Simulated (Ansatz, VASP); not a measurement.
## Two plane-wave programs on Al3GaN4

```
CELL_PARAMETERS angstrom
4.40683 0.00012 -0.00005
0.00011 4.40725 0.00003
-0.00005 0.00002 4.40758
ATOMIC_POSITIONS crystal
Al 0.50000 0.49999 0.00000
Al 0.50001 0.00001 0.50001
Al 0.00000 0.50000 0.50001
Ga 0.00000 0.99999 0.00001
N 0.74470 0.74471 0.25529
N 0.74470 0.25529 0.74470
N 0.25529 0.74471 0.74470
N 0.25529 0.25530 0.25528
```

Change from the starting cell: all atoms moved at random, sigma 0.1 Å a component, cell strained at random, sigma 0.06; relaxed back.

Alike in both runs: functional PBEsol; k mesh 6 × 6 × 6; occupations gaussian, width 0.05 eV; no spin polarisation.

Ansatz relaxed the structure, and its values are those at the end. VASP's run is a single point on that final structure, the one shown.

```csv
,VASP,Ansatz
version,VASP 6.6.1,Ansatz 0.2.0
potentials or method,"VASP PAW PBE potentials, release 64 (Al, Ga_d, N), cutoff 520 eV","scalar-relativistic, plane waves, PAW"
valence electrons in the cell,42,42
```

```csv
,VASP,Ansatz,Ansatz less VASP
gap on the k mesh at the Fermi level (eV),3.31,3.32,+0.005
least direct gap on the mesh (eV),3.31,3.32,+0.005
pressure (GPa),-0.1,0.0,+0.08
rms of the force components (eV/Å),0.003,0.000,-0.0030
```

VASP's potentials were made for PBE, not for PBEsol.
